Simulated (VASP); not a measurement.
# ScAl3 (Pm-3m) in VASP: further runs

ScAl3 is run at these levels: PBEsol; tasks: relaxation of cell and atoms.

Everything below comes from runs of VASP 6.6.1. Logs are shortened: lines on timing, memory, paths and dates and some standing lists are left out, and cuts for length are marked.

## 1. The cell of the first run

Symmetry: Pm-3m, No. 221, cubic system. The conventional cell has a = 4.088 Å, b = 4.088 Å, c = 4.088 Å, α = 90.00°, β = 90.00°, γ = 90.00°. Sc (site symmetry m-3m) has 12 Al at 2.89 Å within 3.8 Å. Within 3.8 Å of Al (site symmetry 4/mmm) lie 4 Sc at 2.89 Å and 8 Al at 2.89 Å.

## 2. Relaxation of cell and atoms, PBEsol, target pressure 20 GPa, at which the enthalpy is minimised

The input, INCAR:

```
SYSTEM = ScAl3
PREC     = Accurate       ! precision mode
ENCUT    = 600            ! plane-wave cutoff, eV
EDIFF    = 1E-6           ! SCF threshold, eV
ISMEAR   = -1             ! smearing method
SIGMA    = 0.05           ! smearing width, eV
LREAL    = .False.        ! projectors in reciprocal space
LASPH    = .True.         ! aspherical terms in the spheres
NELM     = 80             ! most SCF steps
ALGO     = Fast           ! electronic algorithm
ISIF     = 3              ! what is computed and relaxed
LWAVE    = .False.        ! write WAVECAR
LCHARG   = .False.        ! write CHGCAR
GGA      = PS             ! functional
IBRION   = 2              ! ionic algorithm
NSW      = 60             ! ionic steps
EDIFFG   = -0.01          ! ionic threshold
PSTRESS  = 200.0
```

The input, KPOINTS:

```
Automatic mesh
0
Gamma
  7 7 7
  0 0 0
```

The input, POSCAR:

```
ScAl3
1.0
    4.0878065700      0.0000000000      0.0000000000
    0.0000000000      4.0878065700      0.0000000000
    0.0000000000      0.0000000000      4.0878065700
Sc Al
1 3
Direct
    0.0000000000      0.0000000000      0.0000000000
    0.5000000000      0.5000000000      0.0000000000
    0.0000000000      0.5000000000      0.5000000000
    0.5000000000      0.0000000000      0.5000000000
```

Potentials or basis: VASP PAW PBE potentials, release 64 (Sc_sv, Al).

Launch:

```console
$ cat potpaw_PBE.64/Sc_sv/POTCAR potpaw_PBE.64/Al/POTCAR > POTCAR
$ mpirun -np 1 vasp_std > vasp.out
```

OUTCAR:

```text
SYSTEM = ScAl3
   PREC = Accurate
   ENCUT = 600
   EDIFF = 1E-6
   ISMEAR = -1
   LREAL = .False.
   LASPH = .True.
   NELM = 80
   ISIF = 3
   GGA = PS
   IBRION = 2
   NSW = 60
   EDIFFG = -0.01
   PSTRESS = 200.0

 ion  position               nearest neighbor table
   1  0.000  0.000  0.000-   2 2.89   3 2.89   4 2.89   3 2.89   4 2.89   2 2.89   3 2.89   3 2.89
                             2 2.89   4 2.89   4 2.89   2 2.89
   2  0.500  0.500  0.000-   1 2.89   3 2.89   4 2.89   3 2.89   4 2.89   1 2.89   4 2.89   4 2.89
                             1 2.89   3 2.89   3 2.89   1 2.89
   3  0.000  0.500  0.500-   1 2.89   2 2.89   4 2.89   1 2.89   2 2.89   1 2.89   4 2.89   1 2.89
                             2 2.89   4 2.89   2 2.89   4 2.89
   4  0.500  0.000  0.500-   1 2.89   2 2.89   3 2.89   1 2.89   2 2.89   2 2.89   3 2.89   2 2.89
                             1 2.89   3 2.89   1 2.89   3 2.89

  LATTYP: Found a simple cubic cell.
 ALAT       =     4.0878065700

  Lattice vectors:

 A1 = (   4.0878065700,   0.0000000000,   0.0000000000)
 A2 = (   0.0000000000,   4.0878065700,   0.0000000000)
 A3 = (   0.0000000000,   0.0000000000,   4.0878065700)

Analysis of symmetry for initial positions (statically):
=====================================================================
 Subroutine PRICEL returns:
 Original cell was already a primitive cell.

 Routine SETGRP: Setting up the symmetry group for a
 simple cubic supercell.

 Subroutine GETGRP returns: Found 48 space group operations
 (whereof 48 operations were pure point group operations)
 out of a pool of 48 trial point group operations.

The static configuration has the point symmetry O_h .

Analysis of symmetry for dynamics (positions and initial velocities):
=====================================================================
 Subroutine PRICEL returns:
 Original cell was already a primitive cell.

 Routine SETGRP: Setting up the symmetry group for a
 simple cubic supercell.

 Subroutine GETGRP returns: Found 48 space group operations
 (whereof 48 operations were pure point group operations)
 out of a pool of 48 trial point group operations.

The dynamic configuration has the point symmetry O_h .

 Subroutine INISYM returns: Found 48 space group operations
 (whereof 48 operations are pure point group operations),
 and found     1 'primitive' translations

----------------------------------------------------------------------------------------

                                     Primitive cell

  volume of cell :      68.3079

  direct lattice vectors                    reciprocal lattice vectors
     4.087806570  0.000000000  0.000000000     0.244629970  0.000000000  0.000000000
     0.000000000  4.087806570  0.000000000     0.000000000  0.244629970  0.000000000
     0.000000000  0.000000000  4.087806570     0.000000000  0.000000000  0.244629970

  length of vectors
[... 102 lines left out ...]
  volume/ion in A,a.u.               =      17.08       115.24
  Fermi-wavevector in a.u.,A,eV,Ry     =   1.087079  2.054282 16.078563  1.181741
  Thomas-Fermi vector in A             =   2.223230
   LORBIT       =      0    0 simple, 1 ext, 2 COOP (PROOUT), +10 PAW based schemes
   GGA     = PS    functional components
   LHFCALC =     F    Hartree Fock is set to
   AEXX    =    0.0000 exact exchange contribution
   IVDW    =     0    specifies the selected vdW correction
   LEPSILON=     F    determine dielectric tensor
   LRPA    =     F    only Hartree local field effects (RPA)
 conjugate gradient relaxation of ions
 non-spin polarized calculation
 RMM-DIIS sequential band-by-band and
  energy-cutoff  :      600.00
  volume of cell :       68.31
 maximum number of plane-waves:      2301
 NGX is ok and might be reduce to    36
   NGX = 17   NGY = 17   NGZ = 17

--------------------------------------- Ionic step        1  -------------------------------------------

 number of electron      20.0000002 magnetization

 Free energy of the ion-electron system (eV)
  ---------------------------------------------------
  ext. energy  EPLUGINS =         0.00000000
  ---------------------------------------------------
  free energy    TOTEN  =       -20.76973293 eV

  energy without entropy =      -20.75675500  energy(sigma->0) =      -20.76324397

------------------------ aborting loop because EDIFF is reached ----------------------------------------

  FORCE on cell =-STRESS in cart. coord.  units (eV):
  Direction    XX          YY          ZZ          XY          YZ          ZX
  --------------------------------------------------------------------------------------
  -------------------------------------------------------------------------------------
  Total       -0.4140091     -0.4140091     -0.4140091     -0.0000000      0.0000000     -0.0000000
  in kB       -9.7106758     -9.7106758     -9.7106758     -0.0000000      0.0000000     -0.0000000
  external PRESSURE =    -209.7106758 kB  Pullay stress =     200.0000000 kB
[... 27 lines left out ...]
--------------------------------------- Ionic step        2  -------------------------------------------

 number of electron      20.0000001 magnetization

 E-fermi :  10.4599     XC(G=0): -11.9226

 val. band max:       10.4429601248   @ k =   0.4286   0.4286   0.1429
 cond. band min:      10.5040429261   @ k =   0.2857   0.2857   0.0000
 fundamental gap:      0.0610828013
 Fermi energy:        10.4599226803

 k-point     1 :       0.0000    0.0000    0.0000
  band No.  band energies     occupation
      1     -36.9550      2.00000
      2     -15.9241      2.00000
      3     -15.9241      2.00000
      4     -15.9241      2.00000
      5      -1.1646      2.00000
      6       7.4233      2.00000
      7       7.4233      2.00000
      8       8.9081      2.00000
      9       8.9081      2.00000
     10       8.9081      2.00000
     11      11.8058      0.00000
     12      12.0217      0.00000
     13      12.0217      0.00000
     14      12.0217      0.00000
[... 400 lines left out ...]
--------------------------------------- Ionic step        4  -------------------------------------------

 number of electron      20.0000002 magnetization

 Free energy of the ion-electron system (eV)
  ---------------------------------------------------
  ext. energy  EPLUGINS =         0.00000000
  ---------------------------------------------------
  free energy    TOTEN  =       -20.23557623 eV

  energy without entropy =      -20.22251770  energy(sigma->0) =      -20.22904697

 E-fermi :   8.6535     XC(G=0): -11.1764

 val. band max:        8.6323829627   @ k =   0.2857   0.0000   0.0000
 cond. band min:       8.7348923094   @ k =   0.2857   0.2857   0.0000
 fundamental gap:      0.1025093467
 Fermi energy:         8.6535168092

 k-point     1 :       0.0000    0.0000    0.0000
  band No.  band energies     occupation
      1     -39.3886      2.00000
      2     -18.2620      2.00000
      3     -18.2620      2.00000
      4     -18.2620      2.00000
      5      -2.1068      2.00000
      6       5.9230      2.00000
      7       5.9230      2.00000
      8       6.9631      2.00000
      9       6.9631      2.00000
     10       6.9631      2.00000
     11       9.9946      0.00000
     12      10.1513      0.00000
     13      10.1513      0.00000
     14      10.1513      0.00000
[... 356 lines left out ...]
  energy  without entropy=      -20.2225177009  energy(sigma->0) =      -20.22904697

  enthalpy is  TOTEN    =       -13.0284199825 eV   P V=        7.2071562483

 reached required accuracy - stopping structural energy minimisation
```

CONTCAR:

```text
ScAl3
   1.00000000000000
     3.8649882214376734    0.0000000000000000   -0.0000000000000000
    -0.0000000000000000    3.8649882214376734    0.0000000000000000
     0.0000000000000000    0.0000000000000000    3.8649882214376734
  Sc              Al
     1     3
Direct
     0.0000000000000000    0.0000000000000000    0.0000000000000000
     0.5000000000000000    0.5000000000000000    0.0000000000000000
     0.0000000000000000    0.5000000000000000    0.5000000000000000
     0.5000000000000000    0.0000000000000000    0.5000000000000000

  0.00000000E+00  0.00000000E+00  0.00000000E+00
  0.00000000E+00  0.00000000E+00  0.00000000E+00
  0.00000000E+00  0.00000000E+00  0.00000000E+00
  0.00000000E+00  0.00000000E+00  0.00000000E+00
```

Run time: 65 s. Hardware: 1 thread of AMD EPYC 9R45 (Zen 5), shared host; peak memory 0.19 GiB.

What came out:

```
Free energy                                                : -20.2356 eV
Relaxed volume                                             : 14.43 Å³/atom
Relaxed cell                                               : a = 3.865 Å, b = 3.865 Å, c = 3.865 Å, α = 90.00°, β = 90.00°, γ = 90.00°
Space group after relaxing (to 0.1 Å)                      : Pm-3m (No. 221)
Energy change on relaxing (the run minimises the enthalpy) : +133.5 meV/atom
Ionic steps                                                : 4
Pressure after relaxing                                    : 19.9 GPa
Band gap on the k mesh                                     : zero (bands 10 and 11 overlap by 3.86 eV)
```

The path:
```
step  energy change (eV)  largest force (eV/Å)  pressure (GPa)  volume (Å³)
   1              0.0000                0.0000           -0.97        68.31
   2              2.6609                0.0000           58.59        48.51
   3              0.4986                0.0000           19.04        58.03
   4              0.5342                0.0000           19.91        57.74
```

Final structure:
```yaml
crystal:
  lattice:
    - [3.86499, 0.00000, 0.00000]
    - [0.00000, 3.86499, 0.00000]
    - [0.00000, 0.00000, 3.86499]
  atoms:
    - { symbol: Sc, position: [0.00000, 0.00000, 0.00000] }
    - { symbol: Al, position: [0.50000, 0.50000, 0.00000] }
    - { symbol: Al, position: [0.00000, 0.50000, 0.50000] }
    - { symbol: Al, position: [0.50000, 0.00000, 0.50000] }
```

Caveat: the cell is relaxed towards a set pressure, so the run minimises the enthalpy, not the energy; the volume moved by over 15 % at a fixed basis, so the end points are rough; the PAW data sets were made with another functional, which shifts forces and pressure a little.

## 3. Relaxation of cell and atoms, PBEsol, target pressure 30 GPa, at which the enthalpy is minimised

The input, INCAR:

```
SYSTEM = ScAl3
PREC = Accurate
ENCUT = 600
EDIFF = 1E-6
ISMEAR = -1
SIGMA = 0.05
LREAL = .False.
LASPH = .True.
NELM = 60
ALGO = Normal
ISIF = 3
LWAVE = .False.
LCHARG = .False.
GGA = PS
IBRION = 2
NSW = 60
EDIFFG = -0.01
PSTRESS = 300.0
```

KPOINTS is that of step 2.

POSCAR is that of step 2.

Potentials or basis: VASP PAW PBE potentials, release 64 (Sc_sv, Al).

Launch:

```console
$ cat potpaw_PBE.64/Sc_sv/POTCAR potpaw_PBE.64/Al/POTCAR > POTCAR
$ mpirun -np 1 vasp_std > vasp.out
```

It took 61 s on 1 thread of AMD EPYC 9R45 (Zen 5), shared host; peak memory 0.2 GiB.

It converged, with:

```yaml
Free_energy: -19.7532 eV
Relaxed_volume: 13.65 Å³/atom
Relaxed_cell: a = 3.794 Å, b = 3.794 Å, c = 3.794 Å, α = 90.00°, β = 90.00°, γ = 90.00°
Space_group_after_relaxing_to_0.1_Å: Pm-3m (No. 221)
Energy_change_on_relaxing_the_run_minimises_the_enthalpy: +254.1 meV/atom
Ionic_steps: 7
Pressure_after_relaxing: 30.0 GPa
Band_gap_on_the_k_mesh: zero (bands 10 and 11 overlap by 3.92 eV)
```

Step by step:
| step | energy change (eV) | largest force (eV/Å) | pressure (GPa) | volume (Å³) |
| --- | --- | --- | --- | --- |
| 1 | 0.0000 | 0.0000 | -0.98 | 68.31 |
| 2 | 7.0364 | 0.0000 | 126.03 | 40.58 |
| 3 | 0.8505 | 0.0000 | 26.71 | 55.55 |
| 4 | 0.9796 | 0.0000 | 29.29 | 54.81 |
| 5 | 1.0259 | 0.0000 | 30.18 | 54.56 |
| 6 | 1.0053 | 0.0000 | 29.78 | 54.67 |
| 7 | 1.0165 | 0.0000 | 30.01 | 54.61 |

Final structure:
```
CELL_PARAMETERS angstrom
3.79401 0.00000 0.00000
0.00000 3.79401 0.00000
0.00000 0.00000 3.79401
ATOMIC_POSITIONS crystal
Sc 0.00000 0.00000 0.00000
Al 0.50000 0.50000 0.00000
Al 0.00000 0.50000 0.50000
Al 0.50000 0.00000 0.50000
```

Levels at points of the mesh, in eV from the Fermi level:
```
           k point  band 8  band 9  band 10  band 11  band 12  band 13
(0.00, 0.00, 0.00)   -1.66   -1.66    -1.66     1.34     1.52     1.52
```

Caveat: the cell is relaxed towards a set pressure, so the run minimises the enthalpy, not the energy; the volume moved by over 15 % at a fixed basis, so the end points are rough; the PAW data sets were made with another functional, which shifts forces and pressure a little.

The gap in the log of VASP goes by the Fermi energy; the results here count the filled bands.